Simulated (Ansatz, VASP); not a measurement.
Rh in VASP and in Ansatz

File INCAR:

```
ALGO = Fast
EDIFF = 1E-6
ENCUT = 520
GGA = PE
ISIF = 2
ISMEAR = 0
LASPH = True
LCHARG = False
LREAL = False
LWAVE = False
NBANDS = 22
NELM = 60
PREC = Accurate
SIGMA = 0.15
```

Contents of KPOINTS:

```
k-points
0
Gamma
  21 21 12
```

The input POSCAR:

```
Rh
1.0
    2.7523887143      0.0000000000      0.0000000000
   -1.3761943572      2.3836385476      0.0000000000
    0.0000000000      0.0000000000      4.2978549773
Rh
2
Direct
    0.6666666667      0.3333333333      0.7500000000
    0.3333333333      0.6666666667      0.2500000000
```

Input for Ansatz:

```yaml
crystal:
  lattice:
    - [2.7523887143, 0.0, 0.0]
    - [-1.3761943572, 2.3836385476, 0.0]
    - [0.0, 0.0, 4.2978549773]
  atoms:
    - { symbol: Rh, position: [0.6666666667, 0.3333333333, 0.75] }
    - { symbol: Rh, position: [0.3333333333, 0.6666666667, 0.25] }
basis:
  ecutwfc: 420
kpoints:
  mp_grid: { grid: [21, 21, 12] }
hamiltonian:
  xc: pbe
  pseudopotentials: { kind: paw, azcp: { folder: soft_1 } }
scf:
  occupations: { method: gaussian, width: 0.15 }
output:
  forces: true
  stress: true
  eigenvalues: true
```

Alike in both runs: task single point; functional PBE; k mesh 21 × 21 × 12; occupations gaussian, width 0.15 eV; no spin polarisation.

```csv
,VASP,Ansatz
version,VASP 6.6.1,Ansatz 0.2.0
potentials or method,"VASP PAW PBE potentials, release 64 (Rh_pv), cutoff 520 eV","scalar-relativistic, plane waves, PAW"
valence electrons in the cell,30,34
```

Ansatz gave:

| Property | Result |
| --- | --- |
| gap on the k mesh at the Fermi level (eV) | none |
| pressure (GPa) | 0.6 |
| traceless stress, the component that is largest in VASP (GPa) | 5.40 |

Problem. Estimate VASP's values.

Solution. gap on the k mesh at the Fermi level (eV): none; pressure (GPa): 0.6; traceless stress, the component that is largest in VASP (GPa): 5.41.

A gap of «none» marks a metal or a gap that the smearing closes. VASP's potentials hold 30 valence electrons a cell and Ansatz's 34, so a difference there can come from the potentials and not from the codes.
